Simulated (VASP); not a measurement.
# H (Fmmm) in VASP: settings compared

The runs below take H through single point, with PBEsol, RPBE.

All numbers are computed with VASP 6.6.1; they aren't measurements. Logs are shortened: lines on timing, memory, paths and dates and some standing lists are left out, and cuts for length are marked.

## 1. The cell of the first run

It takes space group Fmmm (No. 69, orthorhombic). The conventional cell has a = 4.571 Å, b = 5.194 Å, c = 5.299 Å, α = 90.00°, β = 90.00°, γ = 90.00°. H (site symmetry 2mm) has 1 H at 0.75 Å within 1.0 Å.

## 2. Single point, PBEsol

Input file INCAR:

```
ALGO = Normal
EDIFF = 1E-6
ENCUT = 500
GGA = PS
GGA_COMPAT = False
ISIF = 2
ISMEAR = 0
LASPH = True
LCHARG = False
LREAL = False
LWAVE = False
NBANDS = 8
NELM = 120
PREC = Accurate
SIGMA = 0.05
```

Input file KPOINTS:

```
k-points
0
Gamma
  8 8 8
```

Input file POSCAR:

```
H
1.0
   -1.8734163142      1.8734163142      2.2855640979
    1.8734163142     -1.8734163142      2.2855640979
    1.8363189614      1.8363189614     -2.2855640979
H
2
Direct
    0.9178910720      0.9178910720      0.0000000000
    0.0821089280      0.0821089280      0.0000000000
```

Potentials or basis: VASP PAW PBE potentials, release 64 (H).

Launch:

```bash
cat potpaw_PBE.64/H/POTCAR > POTCAR
mpirun -np 1 vasp_std > vasp.out
```

OUTCAR:

```text
EDIFF = 1E-6
   ENCUT = 500
   GGA = PS
   ISIF = 2
   ISMEAR = 0
   LASPH = True
   LREAL = False
   NELM = 120
   PREC = Accurate

 ion  position               nearest neighbor table
   1  0.918  0.918  0.000-   2 0.75
   2  0.082  0.082  0.000-   1 0.75

  LATTYP: Found a face centered orthorhombic cell.
 ALAT       =     4.5711281958
 B/A-ratio  =     1.1362390503
 C/A-ratio  =     1.1591933746

  Lattice vectors:

 A1 = (  -0.0370973528,   3.7097352756,   0.0000000000)
 A2 = (  -1.8734163142,   1.8734163142,   2.2855640979)
 A3 = (   1.8363189614,   1.8363189614,   2.2855640979)

Analysis of symmetry for initial positions (statically):
=====================================================================
 Subroutine PRICEL returns:
 Original cell was already a primitive cell.

 Routine SETGRP: Setting up the symmetry group for a
 face centered orthorhombic supercell.

 Subroutine GETGRP returns: Found  8 space group operations
 (whereof  8 operations were pure point group operations)
 out of a pool of  8 trial point group operations.

The static configuration has the point symmetry D_2h.

Analysis of symmetry for dynamics (positions and initial velocities):
=====================================================================
 Subroutine PRICEL returns:
 Original cell was already a primitive cell.

 Routine SETGRP: Setting up the symmetry group for a
 face centered orthorhombic supercell.

 Subroutine GETGRP returns: Found  8 space group operations
 (whereof  8 operations were pure point group operations)
 out of a pool of  8 trial point group operations.

The dynamic configuration has the point symmetry D_2h.

 Subroutine INISYM returns: Found  8 space group operations
 (whereof  8 operations are pure point group operations),
 and found     1 'primitive' translations

----------------------------------------------------------------------------------------

                                     Primitive cell

  volume of cell :      31.4511

  direct lattice vectors                    reciprocal lattice vectors
    -1.873416314  1.873416314  2.285564098     0.002695880  0.269587972  0.218764374
     1.873416314 -1.873416314  2.285564098     0.269587972  0.002695880  0.218764374
     1.836318961  1.836318961 -2.285564098     0.272283852  0.272283852  0.000000000

  length of vectors
     3.499025667  3.499025667  3.459470755     0.347192733  0.347192733  0.385067516

[... 84 lines left out ...]
   IBRION =     -1    ionic relax: 0-MD 1-quasi-New 2-CG
   NFREE  =      0    steps in history (QN), initial steepest desc. (CG)
   ISIF   =      2    stress and relaxation
   ISYM   =      2    0-nonsym 1-usesym 2-fastsym
   POTIM  = 0.5000    time-step for ionic-motion
   TEBEG  =    0.0;   TEEND  =   0.0 temperature during run
   PSTRESS=    0.0 pullay stress
   NELECT =       2.0000    total number of electrons
   NUPDOWN=      -1.0000    fix difference up-down
   EMIN   =  10.00;   EMAX   =-10.00  energy-range for DOS
   EFERMI =   0.00;   METHOD = LEGACY
   ISMEAR =     0;   SIGMA  =   0.05  broadening in eV -4-tet -1-fermi 0-gaus
   EFERMI_NEDOS =   21; number of points for ismear=-14 and -15
   IALGO  =     38    algorithm
   IMIX   =      4    mixing-type and parameters
     AMIX     =   0.40;   BMIX     =  1.00
     AMIX_MAG =   1.60;   BMIX_MAG =  1.00
  volume/ion in A,a.u.               =      15.73       106.12
  Fermi-wavevector in a.u.,A,eV,Ry     =   0.653441  1.234824  5.809481  0.426985
  Thomas-Fermi vector in A             =   1.723681
   LORBIT       =      0    0 simple, 1 ext, 2 COOP (PROOUT), +10 PAW based schemes
   GGA     = PS    functional components
   LHFCALC =     F    Hartree Fock is set to
   AEXX    =    0.0000 exact exchange contribution
   IVDW    =     0    specifies the selected vdW correction
   LEPSILON=     F    determine dielectric tensor
   LRPA    =     F    only Hartree local field effects (RPA)
 non-spin polarized calculation
 Gauss-broadening in eV      SIGMA  =   0.05
  energy-cutoff  :      500.00
  volume of cell :       31.45
 maximum number of plane-waves:       817
 NGX is ok and might be reduce to    28
   NGX = 13   NGY = 13   NGZ = 13

 number of electron       1.9999999 magnetization

 Free energy of the ion-electron system (eV)
  ---------------------------------------------------
  ext. energy  EPLUGINS =         0.00000000
  ---------------------------------------------------
  free energy    TOTEN  =        -6.52534927 eV

  energy without entropy =       -6.52534927  energy(sigma->0) =       -6.52534927

 E-fermi :  -8.4196     XC(G=0):  -4.5873

 val. band max:       -8.6592802139   @ k =   0.5000   0.5000   0.5000
 cond. band min:       0.5294879640   @ k =   0.5000  -0.0000  -0.0000
 fundamental gap:      9.1887681779
 Fermi energy:        -8.4195782361

 k-point     1 :       0.0000    0.0000    0.0000
  band No.  band energies     occupation
      1     -10.0961      2.00000
      2       3.4453      0.00000
      3       6.9860      0.00000
      4      12.2354      0.00000
      5      12.2980      0.00000
      6      14.2871      0.00000
      7      14.3708      0.00000
      8      15.5059      0.00000
[... 243 lines left out ...]
 k-point    24 :       0.2500    0.0000    0.1250
  band No.  band energies     occupation
      1      -9.3691      2.00000
      2       1.5108      0.00000
      3       5.9481      0.00000
      4       8.3106      0.00000
      5      10.5247      0.00000
      6      12.5256      0.00000
      7      15.0381      0.00000
      8      15.5531      0.00000

 [... further k-points ...]

------------------------ aborting loop because EDIFF is reached ----------------------------------------

  FORCE on cell =-STRESS in cart. coord.  units (eV):
  Direction    XX          YY          ZZ          XY          YZ          ZX
  --------------------------------------------------------------------------------------
  -------------------------------------------------------------------------------------
  Total       -0.0390318     -0.0390318      0.1738416      0.0005313      0.0000000      0.0000000
  in kB       -1.9883500     -1.9883500      8.8558136      0.0270655      0.0000000      0.0000000
  external PRESSURE =       1.6263712 kB  Pullay stress =       0.0000000 kB

 VOLUME and BASIS-vectors are now :
 -----------------------------------------------------------------------------
  energy-cutoff  :      500.00
  volume of cell :       31.45
      direct lattice vectors                 reciprocal lattice vectors
    -1.873416314  1.873416314  2.285564098     0.002695880  0.269587972  0.218764374
     1.873416314 -1.873416314  2.285564098     0.269587972  0.002695880  0.218764374
     1.836318961  1.836318961 -2.285564098     0.272283852  0.272283852  0.000000000

 POSITION                                       TOTAL-FORCE (eV/Angst)
 -----------------------------------------------------------------------------------
      0.00000      0.00000      4.19580         0.000000      0.000000     -0.293338
      0.00000      0.00000      0.37533        -0.000000     -0.000000      0.293338
 -----------------------------------------------------------------------------------
    total drift:                                0.000000      0.000000     -0.000000

  FREE ENERGIE OF THE ION-ELECTRON SYSTEM (eV)
  ---------------------------------------------------
  free  energy   TOTEN  =        -6.5253492742 eV

  energy  without entropy=       -6.5253492742  energy(sigma->0) =       -6.52534927
```

Wall time 45 s (1 thread of AMD EPYC 7R43 (Zen 3), shared host); peak memory 0.11 GiB.

What came out:

* Free energy: -6.5253 eV
* Pressure: 0.2 GPa
* Largest force: 0.293 eV/Å
* Band gap on the k mesh: 9.19 eV (least direct gap 9.67 eV)

Forces on the atoms (eV/Å):
```
H    0.000  0.000 -0.293
H    0.000  0.000  0.293
```

Levels at points of the mesh, in eV from the valence-band top:
```tsv
k point	band 1	band 2	band 3	band 4
(0.00, 0.00, 0.00)	-1.44	12.10	15.65	20.89
(0.50, 0.00, 0.00)	-0.48	9.19	15.42	17.03
(0.50, 0.50, 0.00)	-0.37	10.58	13.33	15.03
(0.00, 0.00, 0.50)	-0.32	10.74	13.14	15.02
(0.50, 0.50, 0.50)	0.00	10.05	14.73	15.10
```

Caveat: this functional lacks dispersion, which holds the molecules together, so the pressure and a relaxed volume are unreliable; the PAW data sets were made with another functional, which shifts forces and pressure a little. A k mesh can miss the band edges.

## 3. Single point, PBEsol

Input file INCAR:

```
  ALGO = Normal
  EDIFF = 1E-6
  ENCUT = 500
  GGA = PS
  GGA_COMPAT = F
  ISIF = 2
  ISMEAR = 0
  LASPH = T
  LCHARG = F
  LREAL = F
  LWAVE = F
  NBANDS = 8
  NELM = 120
  PREC = Accurate
  SIGMA = 0.05
```

KPOINTS is that of step 2.

Input file POSCAR:

```
H
1.0
   -1.8641419760      1.8641419760      2.2855640979
    1.8641419760     -1.8641419760      2.2855640979
    1.8455932996      1.8455932996     -2.2855640979
H
2
Direct
    0.9178910720      0.9178910720      0.0000000000
    0.0821089280      0.0821089280      0.0000000000
```

Potentials or basis: VASP PAW PBE potentials, release 64 (H).

Launch:

```bash
cat potpaw_PBE.64/H/POTCAR > POTCAR
mpirun -np 1 vasp_std > vasp.out
```

It took 43 s on 1 thread of AMD EPYC 7R43 (Zen 3), shared host; peak memory 0.1 GiB.

The run converged. Its results:

* Free energy: -6.5254 eV
* Pressure: 0.2 GPa
* Largest force: 0.293 eV/Å
* Band gap on the k mesh: 9.19 eV (least direct gap 9.67 eV)

Forces in eV/Å, atoms in the order of the input:
```
H    0.000  0.000 -0.293
H    0.000  0.000  0.293
```

Stress tensor (GPa, compression positive):
```
-0.20  0.00  0.00
 0.00 -0.20  0.00
 0.00  0.00  0.89
```

Levels at points of the mesh, in eV from the valence-band top:
| k point | band 1 | band 2 | band 3 | band 4 |
| --- | --- | --- | --- | --- |
| (0.00, 0.00, 0.00) | -1.44 | 12.10 | 15.64 | 20.91 |
| (0.50, 0.00, 0.00) | -0.48 | 9.19 | 15.42 | 17.03 |
| (0.50, 0.50, 0.00) | -0.36 | 10.62 | 13.28 | 15.03 |
| (0.00, 0.00, 0.50) | -0.33 | 10.70 | 13.19 | 15.02 |
| (0.50, 0.50, 0.50) | 0.00 | 10.05 | 14.73 | 15.12 |

Caveat: this functional lacks dispersion, which holds the molecules together, so the pressure and a relaxed volume are unreliable; the PAW data sets were made with another functional, which shifts forces and pressure a little. A k mesh can miss the band edges.

## 4. Single point, RPBE

Input file INCAR:

```
PREC = Accurate
ENCUT = 500
EDIFF = 1E-6
ISMEAR = -5
SIGMA = 0.05
LREAL = F
LASPH = T
NELM = 120
ALGO = Normal
ISIF = 2
LWAVE = F
LCHARG = F
GGA = RP
NBANDS = 8
GGA_COMPAT = F
```

Input file KPOINTS:

```
Automatic mesh
0
Gamma
  8 8 8
```

Input file POSCAR:

```
H
1.0
   -1.8386375460      1.8386375460      2.2855640979
    1.8386375460     -1.8386375460      2.2855640979
    1.8710977296      1.8710977296     -2.2855640979
H
2
Direct
    0.9178910720      0.9178910720      0.0000000000
    0.0821089280      0.0821089280      0.0000000000
```

Potentials or basis: VASP PAW PBE potentials, release 64 (H).

Launch:

```bash
cat potpaw_PBE.64/H/POTCAR > POTCAR
mpirun -np 1 vasp_std > vasp.out
```

OUTCAR:

```text
PREC = Accurate
   ENCUT = 500
   EDIFF = 1E-6
   ISMEAR = -5
   LREAL = F
   LASPH = T
   NELM = 120
   ISIF = 2
   GGA = RP

 ion  position               nearest neighbor table
   1  0.918  0.918  0.000-   2 0.75
   2  0.082  0.082  0.000-   1 0.75

  LATTYP: Found a face centered orthorhombic cell.
 ALAT       =     4.5711281958
 B/A-ratio  =     1.1376736956
 C/A-ratio  =     1.1577587293

  Lattice vectors:

 A1 = (   3.7097352756,   0.0324601836,   0.0000000000)
 A2 = (   1.8710977296,   1.8710977296,   2.2855640979)
 A3 = (   1.8386375460,  -1.8386375460,   2.2855640979)

Analysis of symmetry for initial positions (statically):
=====================================================================
 Subroutine PRICEL returns:
 Original cell was already a primitive cell.

 Routine SETGRP: Setting up the symmetry group for a
 face centered orthorhombic supercell.

 Subroutine GETGRP returns: Found  8 space group operations
 (whereof  8 operations were pure point group operations)
 out of a pool of  8 trial point group operations.
[... 169 lines left out ...]
 cond. band min:       0.5614082557   @ k =   0.5000   0.0000   0.0000
 fundamental gap:      9.4251862037
 Fermi energy:        -8.7777766301

 k-point     1 :       0.0000    0.0000    0.0000
  band No.  band energies     occupation
      1     -10.2384      2.00000
      2       3.3737      0.00000
      3       6.8911      0.00000
      4      12.3179      0.00000
      5      12.3744      0.00000
      6      14.3596      0.00000
      7      14.4133      0.00000
      8      15.5147      0.00000
[... 243 lines left out ...]
 k-point    24 :       0.2500    0.0000    0.1250
  band No.  band energies     occupation
      1      -9.5549      2.00000
      2       1.5371      0.00000
      3       5.8827      0.00000
      4       8.4748      0.00000
      5      10.3752      0.00000
      6      12.6192      0.00000
      7      15.3231      0.00000
      8      15.7758      0.00000

 [... further k-points ...]

------------------------ aborting loop because EDIFF is reached ----------------------------------------

  FORCE on cell =-STRESS in cart. coord.  units (eV):
  Direction    XX          YY          ZZ          XY          YZ          ZX
  --------------------------------------------------------------------------------------
  -------------------------------------------------------------------------------------
  Total        0.0091988      0.0091988     -0.1228559     -0.0017305      0.0000000      0.0000000
  in kB        0.4685929      0.4685929     -6.2583596     -0.0881516      0.0000000      0.0000000
  external PRESSURE =      -1.7737246 kB  Pullay stress =       0.0000000 kB

 VOLUME and BASIS-vectors are now :
 -----------------------------------------------------------------------------
  energy-cutoff  :      500.00
  volume of cell :       31.45
      direct lattice vectors                 reciprocal lattice vectors
    -1.838637546  1.838637546  2.285564098    -0.002358839  0.269581653  0.218764374
     1.838637546 -1.838637546  2.285564098     0.269581653 -0.002358839  0.218764374
     1.871097730  1.871097730 -2.285564098     0.267222814  0.267222814  0.000000000

 POSITION                                       TOTAL-FORCE (eV/Angst)
 -----------------------------------------------------------------------------------
      0.00000      0.00000      4.19580        -0.000000     -0.000000      0.166914
      0.00000      0.00000      0.37533         0.000000      0.000000     -0.166914
 -----------------------------------------------------------------------------------
    total drift:                                0.000000      0.000000     -0.000000

  FREE ENERGIE OF THE ION-ELECTRON SYSTEM (eV)
  ---------------------------------------------------
  free  energy   TOTEN  =        -7.0048215407 eV

  energy  without entropy=       -7.0048215407  energy(sigma->0) =       -7.00482154
```

stdout:

```text
POSCAR found type information on POSCAR H
 POSCAR found :  1 types and       2 ions
 scaLAPACK will be used
 -----------------------------------------------------------------------------
|                                                                             |
|                                                                             |
|     You enforced a specific xc type in the INCAR file but a different       |
|     I HOPE YOU KNOW WHAT YOU ARE DOING!                                     |
|                                                                             |
 -----------------------------------------------------------------------------

 LDA part: xc-table for (Slater+PW92), standard interpolation
 POSCAR, INCAR and KPOINTS ok, starting setup
 FFT: planning ... GRIDC
 FFT: planning ... GRID_SOFT
 FFT: planning ... GRID
 WAVECAR not read
 entering main loop
```

Wall time 41 s (1 thread of AMD EPYC 7R43 (Zen 3), shared host); peak memory 0.11 GiB.

What came out:

```
Free energy            : -7.0048 eV
Pressure               : -0.2 GPa
Largest force          : 0.167 eV/Å
Band gap on the k mesh : 9.43 eV (least direct gap 9.89 eV)
```

Forces in eV/Å, atoms in the order of the input:
```
H    0.000  0.000  0.167
H    0.000  0.000 -0.167
```

Caveat: this functional lacks dispersion, which holds the molecules together, so the pressure and a relaxed volume are unreliable; the PAW data sets were made with another functional, which shifts forces and pressure a little.

## 5. Summary

| level | cell | smearing | gap on the mesh (eV) | pressure (GPa) | largest force (eV/Å) |
| --- | --- | --- | --- | --- | --- |
| PBEsol | a = 3.499, b = 3.499, c = 3.459 Å, angles 115.6, 115.6, 98.4°, 2 atoms | gaussian 0.05 eV | 9.19 | 0.2 | 0.29 |
| PBEsol | a = 3.489, b = 3.489, c = 3.469 Å, angles 115.6, 115.6, 98.2°, 2 atoms | gaussian 0.05 eV | 9.19 | 0.2 | 0.29 |
| RPBE | a = 3.462, b = 3.462, c = 3.497 Å, angles 115.6, 115.6, 97.4°, 2 atoms | tetrahedron | 9.43 | -0.2 | 0.17 |

Alike in all rows: task single point; potentials or basis VASP PAW PBE potentials, release 64 (H); no spin polarisation; k mesh 8 × 8 × 8; cutoff (eV) 500.

Caveats: this functional lacks dispersion, which holds the molecules together, so the pressure and a relaxed volume are unreliable; the PAW data sets were made with another functional, which shifts forces and pressure a little.

Total energies depend on the potentials used, so only differences within one code and one set of settings carry meaning.
